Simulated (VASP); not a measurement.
Crystal: Ni.

```
CELL_PARAMETERS angstrom
0.00000 1.76730 1.76730
1.76730 0.00000 1.76730
1.76730 1.76730 0.00000
ATOMIC_POSITIONS crystal
Ni 0.00000 0.00000 0.00000
```

Base run:

```yaml
Program: VASP 6.6.1
Functional: PBEsol
Potentials_or_basis: VASP PAW PBE potentials, release 64 (Ni)
Cutoff: 520 eV
k_mesh: 14 × 14 × 14
Occupations: gaussian, width 0.1 eV
Spin: collinear spin, ferromagnetic start
Starting_moments: "[0.2] μB"
```

Its results: pressure -12.3 GPa; site moments Ni +0.61 μB.

Problem. The run is repeated on the same cell with these changes: moments at the start from [0.2] to [0.95]; fixed moment from none to 0.95 μB. What comes out?

Solution. Pressure -9.5 GPa; site moments Ni +0.94 μB.

Caveats: the cell stands under tension; the PAW data sets were made with another functional, which shifts forces and pressure a little; the total moment is fixed, so each spin has its own Fermi level (at least some runs).
